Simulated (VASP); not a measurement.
Runs of VASP 6.6.1 on HgTe. The structure is that of space group F-43m (No. 216), or close to it. The cells are those of the table. 

| cell | gap on the mesh (eV) | pressure (GPa) |
| --- | --- | --- |
| a = 4.905 Å, angles 60.0°, 2 atoms | none | -4.6 |
| a = 4.590 Å, angles 60.0°, 2 atoms | none | (a) |
| a = 4.842 Å, angles 60.0°, 2 atoms | none | -3.9 |
| a = 4.621 Å, angles 60.0°, 2 atoms | none | 0.1 |

Alike in all rows: task single point; level PBEsol; potentials or basis VASP PAW PBE potentials, release 64 (Hg, Te); no spin polarisation; k mesh 4 × 4 × 4; cutoff (eV) 500; smearing gaussian 0.05 eV.

Question: Estimate the missing entries.

Answer: (a) 0.9.

Caveats: all runs use coarse meshes; the PAW data sets were made with another functional, which shifts forces and pressure a little; spin-orbit coupling is left out, which moves the levels of the heavy elements.

A k mesh can miss the band edges, and the runs leave out spin-orbit coupling on Hg, Te.

A gap of «none» marks levels without a gap at the run's occupations.
